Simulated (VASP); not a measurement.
# GaN (F-43m) in VASP: further runs

Aim: see how the results for GaN move with the level of theory and the settings. Levels: PBEsol, PBE, LDA. Tasks: single point.

Program: VASP 6.6.1. These are calculated values, not measurements. Logs are shortened: lines on timing, memory, paths and dates and some standing lists are left out, and cuts for length are marked.

### 1 The cell of the first run

Symmetry: F-43m, No. 216, cubic system. The conventional cell has a = 4.498 Å, b = 4.498 Å, c = 4.498 Å, α = 90.00°, β = 90.00°, γ = 90.00°. Within 2.6 Å of Ga (site symmetry -43m) lie 4 N at 1.95 Å. N (site symmetry -43m) has 4 Ga at 1.95 Å within 2.6 Å.

### 2 Single point, PBEsol

Contents of INCAR:

```
SYSTEM = GaN
ALGO = Normal
EDIFF = 1E-6
ENCUT = 520
GGA = PS
ISIF = 2
ISMEAR = -1
LASPH = .TRUE.
LCHARG = .FALSE.
LREAL = .FALSE.
LWAVE = .FALSE.
NBANDS = 16
NELM = 100
PREC = Accurate
SIGMA = 0.02
```

Contents of KPOINTS:

```
k-points
0
G
  8 8 8
  0 0 0
```

Contents of POSCAR:

```
GaN
1.0
    0.0000000000      2.2490116777      2.2490116777
    2.2490116777      0.0000000000      2.2490116777
    2.2490116777      2.2490116777      0.0000000000
Ga N
1 1
Direct
    0.0000000000      0.0000000000      0.0000000000
    0.7500000000      0.7500000000      0.7500000000
```

Potentials or basis: VASP PAW PBE potentials, release 64 (Ga_d, N).

On the command line:

```
$ cat potpaw_PBE.64/Ga_d/POTCAR potpaw_PBE.64/N/POTCAR > POTCAR
$ mpirun -np 1 vasp_std > vasp.out
```

OUTCAR:

```text
SYSTEM = GaN
   EDIFF = 1E-6
   ENCUT = 520
   GGA = PS
   ISIF = 2
   ISMEAR = -1
   LASPH = .TRUE.
   LREAL = .FALSE.
   NELM = 100
   PREC = Accurate

 ion  position               nearest neighbor table
   1  0.000  0.000  0.000-   2 1.95   2 1.95   2 1.95   2 1.95
   2  0.750  0.750  0.750-   1 1.95   1 1.95   1 1.95   1 1.95

  LATTYP: Found a face centered cubic cell.
 ALAT       =     4.4980233554

  Lattice vectors:

 A1 = (   0.0000000000,   2.2490116777,   2.2490116777)
 A2 = (   2.2490116777,   0.0000000000,   2.2490116777)
 A3 = (   2.2490116777,   2.2490116777,   0.0000000000)

Analysis of symmetry for initial positions (statically):
=====================================================================
 Subroutine PRICEL returns:
 Original cell was already a primitive cell.

 Routine SETGRP: Setting up the symmetry group for a
 face centered cubic supercell.

 Subroutine GETGRP returns: Found 24 space group operations
 (whereof 24 operations were pure point group operations)
 out of a pool of 48 trial point group operations.

The static configuration has the point symmetry T_d .

Analysis of symmetry for dynamics (positions and initial velocities):
=====================================================================
 Subroutine PRICEL returns:
 Original cell was already a primitive cell.

 Routine SETGRP: Setting up the symmetry group for a
 face centered cubic supercell.

 Subroutine GETGRP returns: Found 24 space group operations
 (whereof 24 operations were pure point group operations)
 out of a pool of 48 trial point group operations.

The dynamic configuration has the point symmetry T_d .

 Subroutine INISYM returns: Found 24 space group operations
 (whereof 24 operations are pure point group operations),
 and found     1 'primitive' translations

----------------------------------------------------------------------------------------

                                     Primitive cell

  volume of cell :      22.7512

  direct lattice vectors                    reciprocal lattice vectors
     0.000000000  2.249011678  2.249011678    -0.222319877  0.222319877  0.222319877
     2.249011678  0.000000000  2.249011678     0.222319877 -0.222319877  0.222319877
     2.249011678  2.249011678  0.000000000     0.222319877  0.222319877 -0.222319877

  length of vectors
     3.180582817  3.180582817  3.180582817     0.385069323  0.385069323  0.385069323

  position of ions in fractional coordinates (direct lattice)
     0.000000000  0.000000000  0.000000000
     0.750000000  0.750000000  0.750000000

  ion indices of the primitive-cell ions
   primitive index   ion index
                 1           1
                 2           2

----------------------------------------------------------------------------------------

 KPOINTS: k-points

Automatic generation of k-mesh.
 Grid dimensions read from file:
 generate k-points for:    8    8    8

 Generating k-lattice:

  Cartesian coordinates                     Fractional coordinates (reciprocal lattice)
    -0.027789985  0.027789985  0.027789985     0.125000000  0.000000000  0.000000000
     0.027789985 -0.027789985  0.027789985     0.000000000  0.125000000  0.000000000
     0.027789985  0.027789985 -0.027789985     0.000000000  0.000000000  0.125000000

  Length of vectors
     0.048133665  0.048133665  0.048133665

  Shift w.r.t. Gamma in fractional coordinates (k-lattice)
     0.000000000  0.000000000  0.000000000

 Subroutine IBZKPT returns following result:
 ===========================================

 Found     29 irreducible k-points:

 Following reciprocal coordinates:
            Coordinates               Weight
  0.000000  0.000000  0.000000      1.000000
  0.125000  0.000000  0.000000      8.000000
  0.250000  0.000000  0.000000      8.000000
  0.375000  0.000000  0.000000      8.000000
  0.500000  0.000000  0.000000      4.000000
  0.125000  0.125000  0.000000      6.000000
[... 16 lines left out ...]
  0.500000  0.250000  0.125000     48.000000
 -0.375000  0.250000  0.125000     24.000000
 [... further k-points ...]
   k-points           NKPTS =     29   k-points in BZ     NKDIM =     29   number of bands    NBANDS=     16
   number of dos      NEDOS =    301   number of ions     NIONS =      2
   total plane-waves  NPLWV =  13824
   dimension x,y,z NGX =    24 NGY =   24 NGZ =   24
   dimension x,y,z NGXF=    48 NGYF=   48 NGZF=   48
   ions per type =               1   1
   NGX,Y,Z   is equivalent  to a cutoff of  12.54, 12.54, 12.54 a.u.
   NGXF,Y,Z  is equivalent  to a cutoff of  25.09, 25.09, 25.09 a.u.
 SYSTEM =  GaN
   PREC   = accura    normal or accurate (medium, high low for compatibility)
   ISTART =      0    job   : 0-new  1-cont  2-samecut
   ICHARG =      2    charge: 1-file 2-atom 10-const
   ISPIN  =      1    spin polarized calculation?
   LNONCOLLINEAR =      F non collinear calculations
   LSORBIT =      F    spin-orbit coupling
   LASPH  =      T    aspherical Exc in radial PAW
   ENCUT  =  520.0 eV  38.22 Ry    6.18 a.u.   5.91  5.91  5.91*2*pi/ulx,y,z
   NELM   =    100;   NELMIN=  2; NELMDL= -5     # of ELM steps
   EDIFF  = 0.1E-05   stopping-criterion for ELM
   LREAL  =      F    real-space projection
   EDIFFG = 0.1E-04   stopping-criterion for IOM
   NSW    =      0    number of steps for IOM
   IBRION =     -1    ionic relax: 0-MD 1-quasi-New 2-CG
   NFREE  =      0    steps in history (QN), initial steepest desc. (CG)
   ISIF   =      2    stress and relaxation
   ISYM   =      2    0-nonsym 1-usesym 2-fastsym
   POTIM  = 0.5000    time-step for ionic-motion
   TEBEG  =    0.0;   TEEND  =   0.0 temperature during run
   PSTRESS=    0.0 pullay stress
   NELECT =      18.0000    total number of electrons
   NUPDOWN=      -1.0000    fix difference up-down
   EMIN   =  10.00;   EMAX   =-10.00  energy-range for DOS
   EFERMI =   0.00;   METHOD = LEGACY
   ISMEAR =    -1;   SIGMA  =   0.02  broadening in eV -4-tet -1-fermi 0-gaus
   EFERMI_NEDOS =   21; number of points for ismear=-14 and -15
   IALGO  =     38    algorithm
   IMIX   =      4    mixing-type and parameters
     AMIX     =   0.40;   BMIX     =  1.00
     AMIX_MAG =   1.60;   BMIX_MAG =  1.00
  volume/ion in A,a.u.               =      11.38        76.77
  Fermi-wavevector in a.u.,A,eV,Ry     =   1.514133  2.861296 31.192690  2.292598
  Thomas-Fermi vector in A             =   2.623831
   LORBIT       =      0    0 simple, 1 ext, 2 COOP (PROOUT), +10 PAW based schemes
   GGA     = PS    functional components
   LHFCALC =     F    Hartree Fock is set to
   AEXX    =    0.0000 exact exchange contribution
   IVDW    =     0    specifies the selected vdW correction
   LEPSILON=     F    determine dielectric tensor
   LRPA    =     F    only Hartree local field effects (RPA)
 non-spin polarized calculation
  energy-cutoff  :      520.00
  volume of cell :       22.75
 maximum number of plane-waves:       620
   NGX = 11   NGY = 11   NGZ = 11

 number of electron      18.0000009 magnetization

 Free energy of the ion-electron system (eV)
  ---------------------------------------------------
  ext. energy  EPLUGINS =         0.00000000
  ---------------------------------------------------
  free energy    TOTEN  =       -13.12207167 eV

  energy without entropy =      -13.12207167  energy(sigma->0) =      -13.12207167

 E-fermi :   5.6608     XC(G=0): -11.9340

 val. band max:        5.2153271984   @ k =   0.0000   0.0000   0.0000
 cond. band min:       6.9362925102   @ k =   0.0000   0.0000   0.0000
 fundamental gap:      1.7209653118
 Fermi energy:         5.6607620181

 k-point     1 :       0.0000    0.0000    0.0000
  band No.  band energies     occupation
      1     -10.7684      2.00000
      2      -8.1936      2.00000
      3      -8.1936      2.00000
      4      -8.1936      2.00000
      5      -7.8625      2.00000
      6      -7.8625      2.00000
[... 8 lines left out ...]
     15      23.9520      0.00000
     16      23.9520      0.00000

 k-point     2 :       0.1250    0.0000    0.0000
  band No.  band energies     occupation
      1     -10.5937      2.00000
      2      -8.1724      2.00000
      3      -8.1724      2.00000
      4      -8.1323      2.00000
      5      -7.8642      2.00000
      6      -7.8642      2.00000
[... 8 lines left out ...]
     15      22.3790      0.00000
     16      22.3790      0.00000

 k-point     3 :       0.2500    0.0000    0.0000
  band No.  band energies     occupation
      1     -10.1993      2.00000
      2      -8.1307      2.00000
      3      -8.1307      2.00000
      4      -7.8577      2.00000
      5      -7.8577      2.00000
      6      -7.8381      2.00000
[... 8 lines left out ...]
     15      21.9968      0.00000
     16      21.9968      0.00000

 k-point     4 :       0.3750    0.0000    0.0000
  band No.  band energies     occupation
      1      -9.8953      2.00000
      2      -8.1073      2.00000
      3      -8.1073      2.00000
      4      -7.8313      2.00000
      5      -7.8313      2.00000
      6      -7.1463      2.00000
[... 8 lines left out ...]
     15      23.4224      0.00000
     16      23.4224      0.00000
[... 324 lines left out ...]
 k-point    22 :       0.3750    0.2500    0.1250
  band No.  band energies     occupation
      1      -9.9523      2.00000
      2      -8.0869      2.00000
      3      -8.0667      2.00000
      4      -7.9493      2.00000
      5      -7.8342      2.00000
      6      -7.4772      2.00000
[... 8 lines left out ...]
     15      24.2603      0.00000
     16      26.4819      0.00000

 k-point    23 :       0.5000    0.2500    0.1250
  band No.  band energies     occupation
      1      -9.7592      2.00000
      2      -8.0811      2.00000
      3      -8.0347      2.00000
      4      -7.9125      2.00000
      5      -7.8271      2.00000
      6      -6.7689      2.00000
[... 8 lines left out ...]
     15      24.3497      0.00000
     16      26.2873      0.00000

 k-point    24 :      -0.3750    0.2500    0.1250
  band No.  band energies     occupation
      1      -9.7019      2.00000
      2      -8.0870      2.00000
      3      -8.0224      2.00000
      4      -7.8843      2.00000
      5      -7.8288      2.00000
      6      -6.2945      2.00000
[... 8 lines left out ...]
     15      23.9282      0.00000
     16      26.2159      0.00000

 [... further k-points ...]

------------------------ aborting loop because EDIFF is reached ----------------------------------------

  FORCE on cell =-STRESS in cart. coord.  units (eV):
  Direction    XX          YY          ZZ          XY          YZ          ZX
  --------------------------------------------------------------------------------------
  -------------------------------------------------------------------------------------
  Total       -0.0300239     -0.0300239     -0.0300239      0.0000000     -0.0000000      0.0000000
  in kB       -2.1143303     -2.1143303     -2.1143303      0.0000000     -0.0000000      0.0000000
  external PRESSURE =      -2.1143303 kB  Pullay stress =       0.0000000 kB

 VOLUME and BASIS-vectors are now :
 -----------------------------------------------------------------------------
  energy-cutoff  :      520.00
  volume of cell :       22.75
      direct lattice vectors                 reciprocal lattice vectors
     0.000000000  2.249011678  2.249011678    -0.222319877  0.222319877  0.222319877
     2.249011678  0.000000000  2.249011678     0.222319877 -0.222319877  0.222319877
     2.249011678  2.249011678  0.000000000     0.222319877  0.222319877 -0.222319877

 POSITION                                       TOTAL-FORCE (eV/Angst)
 -----------------------------------------------------------------------------------
      0.00000      0.00000      0.00000         0.000000      0.000000      0.000000
      3.37352      3.37352      3.37352        -0.000000     -0.000000      0.000000
 -----------------------------------------------------------------------------------
    total drift:                               -0.000001     -0.000001     -0.000001

  FREE ENERGIE OF THE ION-ELECTRON SYSTEM (eV)
  ---------------------------------------------------
  free  energy   TOTEN  =       -13.1220716736 eV

  energy  without entropy=      -13.1220716736  energy(sigma->0) =      -13.12207167
```

Wall time 4.8 s (1 thread of Intel Xeon 6975P-C (Granite Rapids), shared host); peak memory 0.13 GiB.

Results:

```
Free energy            : -13.1221 eV
Pressure               : -0.2 GPa
Band gap on the k mesh : 1.72 eV, direct
```

Levels at points of the mesh, in eV from the valence-band top:
| k point | band 5 | band 6 | band 7 | band 8 | band 9 | band 10 | band 11 | band 12 | band 13 | band 14 |
| --- | --- | --- | --- | --- | --- | --- | --- | --- | --- | --- |
| (0.00, 0.00, 0.00) | -13.08 | -13.08 | 0.00 | 0.00 | 0.00 | 1.72 | 10.24 | 10.24 | 10.24 | 17.46 |
| (0.50, 0.00, 0.00) | -13.03 | -11.83 | -7.15 | -0.99 | -0.99 | 4.60 | 8.66 | 10.29 | 10.29 | 15.49 |
| (0.50, 0.50, 0.00) | -13.00 | -11.40 | -6.20 | -2.76 | -2.76 | 3.23 | 6.60 | 11.62 | 13.94 | 13.94 |

Caveat: the PAW data sets were made with another functional, which shifts forces and pressure a little. A hybrid or GW would open this gap; PBEsol tends to underestimate it.

### 3 Single point, PBE

Contents of INCAR:

```
SYSTEM = GaN
ALGO = Normal ; EDIFF = 1E-6
ENCUT = 520 ; GGA = PE
ISIF = 2 ; ISMEAR = -1
LASPH = .True. ; LCHARG = .True.
LELF = .True. ; LREAL = .False.
LVHAR = .True. ; LWAVE = .False.
NBANDS = 16 ; NELM = 100
PREC = Accurate ; SIGMA = 0.02
```

Contents of KPOINTS:

```
k-points
0
Gamma
  10 10 10
  0 0 0
```

Contents of POSCAR:

```
GaN
1.0
    0.0000000000      2.2489526313      2.2489526313
    2.2489526313      0.0000000000      2.2489526313
    2.2489526313      2.2489526313      0.0000000000
Ga N
1 1
Direct
    0.0000000000      0.0000000000      0.0000000000
    0.7500000000      0.7500000000      0.7500000000
```

Potentials or basis: VASP PAW PBE potentials, release 64 (Ga_d, N).

On the command line:

```
$ cat potpaw_PBE.64/Ga_d/POTCAR potpaw_PBE.64/N/POTCAR > POTCAR
$ mpirun -np 1 vasp_std > vasp.out
```

OUTCAR:

```text
SYSTEM = GaN
   EDIFF = 1E-6
   ENCUT = 520
   GGA = PE
   ISIF = 2
   ISMEAR = -1
   LASPH = .True.
   LREAL = .False.
   NELM = 100
   PREC = Accurate

 ion  position               nearest neighbor table
   1  0.000  0.000  0.000-   2 1.95   2 1.95   2 1.95   2 1.95
   2  0.750  0.750  0.750-   1 1.95   1 1.95   1 1.95   1 1.95

  LATTYP: Found a face centered cubic cell.
 ALAT       =     4.4979052626

  Lattice vectors:

 A1 = (   0.0000000000,   2.2489526313,   2.2489526313)
 A2 = (   2.2489526313,   0.0000000000,   2.2489526313)
 A3 = (   2.2489526313,   2.2489526313,   0.0000000000)

Analysis of symmetry for initial positions (statically):
=====================================================================
 Subroutine PRICEL returns:
 Original cell was already a primitive cell.

 Routine SETGRP: Setting up the symmetry group for a
 face centered cubic supercell.

 Subroutine GETGRP returns: Found 24 space group operations
 (whereof 24 operations were pure point group operations)
 out of a pool of 48 trial point group operations.

The static configuration has the point symmetry T_d .

Analysis of symmetry for dynamics (positions and initial velocities):
[... 159 lines left out ...]

 val. band max:        5.3473356692   @ k =   0.0000   0.0000   0.0000
 cond. band min:       7.1109077888   @ k =   0.0000   0.0000   0.0000
 fundamental gap:      1.7635721196
 Fermi energy:         5.8187703326

 k-point     1 :       0.0000    0.0000    0.0000
  band No.  band energies     occupation
      1     -10.6382      2.00000
      2      -8.0994      2.00000
      3      -8.0994      2.00000
      4      -8.0994      2.00000
      5      -7.7735      2.00000
      6      -7.7735      2.00000
[... 433 lines left out ...]
      3      -7.8713      2.00000
      4      -7.8707      2.00000
      5      -7.7120      2.00000
      6      -6.8586      2.00000
[... 8 lines left out ...]
     15      27.7590      0.00000
     16      27.8417      0.00000

 [... further k-points ...]

------------------------ aborting loop because EDIFF is reached ----------------------------------------

  FORCE on cell =-STRESS in cart. coord.  units (eV):
  Direction    XX          YY          ZZ          XY          YZ          ZX
  --------------------------------------------------------------------------------------
  -------------------------------------------------------------------------------------
  Total        0.8913284      0.8913284      0.8913284      0.0000000     -0.0000000     -0.0000000
  in kB       62.7736511     62.7736511     62.7736511      0.0000000     -0.0000000     -0.0000000
  external PRESSURE =      62.7736511 kB  Pullay stress =       0.0000000 kB

 VOLUME and BASIS-vectors are now :
 -----------------------------------------------------------------------------
  energy-cutoff  :      520.00
  volume of cell :       22.75
      direct lattice vectors                 reciprocal lattice vectors
     0.000000000  2.248952631  2.248952631    -0.222325714  0.222325714  0.222325714
     2.248952631  0.000000000  2.248952631     0.222325714 -0.222325714  0.222325714
     2.248952631  2.248952631  0.000000000     0.222325714  0.222325714 -0.222325714

 POSITION                                       TOTAL-FORCE (eV/Angst)
 -----------------------------------------------------------------------------------
      0.00000      0.00000      0.00000         0.000000      0.000000      0.000000
      3.37343      3.37343      3.37343        -0.000000     -0.000000     -0.000000
 -----------------------------------------------------------------------------------
    total drift:                               -0.000002     -0.000002     -0.000002

  FREE ENERGIE OF THE ION-ELECTRON SYSTEM (eV)
  ---------------------------------------------------
  free  energy   TOTEN  =       -12.1382225319 eV

  energy  without entropy=      -12.1382225319  energy(sigma->0) =      -12.13822253
```

Run time: 7.6 s. Hardware: 1 thread of Intel Xeon 6975P-C (Granite Rapids), shared host; peak memory 0.14 GiB.

Results:

```yaml
Free_energy: -12.1382 eV
Pressure: 6.3 GPa
Band_gap_on_the_k_mesh: 1.76 eV, direct
```

### 4 Single point, LDA

Contents of INCAR:

```
  PREC = Accurate
  ENCUT = 520
  EDIFF = 1E-6
  ISMEAR = 0
  SIGMA = 0.01
  LREAL = False
  LASPH = True
  NELM = 60
  ALGO = Normal
  ISIF = 2
  LWAVE = False
  LCHARG = False
  GGA = CA
  NBANDS = 16
```

Contents of KPOINTS:

```
Automatic mesh
0
Gamma
  10 10 10
```

POSCAR is that of step 3.

Potentials or basis: VASP PAW LDA potentials, release 64 (Ga_d, N).

On the command line:

```
$ cat potpaw_LDA.64/Ga_d/POTCAR potpaw_LDA.64/N/POTCAR > POTCAR
$ mpirun -np 1 vasp_std > vasp.out
```

Run time: 6.5 s. Hardware: 1 thread of Intel Xeon 6975P-C (Granite Rapids), shared host; peak memory 0.13 GiB.

The run converged. Its results:

```
Free energy            : -13.9373 eV
Pressure               : -4.4 GPa
Band gap on the k mesh : 1.79 eV, direct
```

Levels at points of the mesh, in eV from the valence-band top:
| k point | band 7 | band 8 | band 9 | band 10 | band 11 | band 12 |
| --- | --- | --- | --- | --- | --- | --- |
| (0.00, 0.00, 0.00) | 0.00 | 0.00 | 0.00 | 1.79 | 10.15 | 10.15 |
| (0.50, 0.00, 0.00) | -7.16 | -0.99 | -0.99 | 4.59 | 8.63 | 10.24 |
| (0.50, 0.50, 0.00) | -6.23 | -2.75 | -2.75 | 3.25 | 6.52 | 11.55 |

### 5 The runs side by side

| level | potentials or basis | cell | k mesh | smearing | gap on the mesh (eV) | pressure (GPa) |
| --- | --- | --- | --- | --- | --- | --- |
| PBEsol | VASP PAW PBE potentials, release 64 (Ga_d, N) | a = 3.181 Å, angles 60.0°, 2 atoms | 8 × 8 × 8 | fermi-dirac 0.02 eV | 1.72 | -0.2 |
| PBE | VASP PAW PBE potentials, release 64 (Ga_d, N) | a = 3.180 Å, angles 60.0°, 2 atoms | 10 × 10 × 10 | fermi-dirac 0.02 eV | 1.76 | 6.3 |
| LDA | VASP PAW LDA potentials, release 64 (Ga_d, N) | a = 3.180 Å, angles 60.0°, 2 atoms | 10 × 10 × 10 | gaussian 0.01 eV | 1.79 | -4.4 |

Alike in all rows: task single point; no spin polarisation; cutoff (eV) 520.

Caveats: the PAW data sets were made with another functional, which shifts forces and pressure a little (some runs).

Total energies depend on the potentials used, so only differences within one code and one set of settings carry meaning.
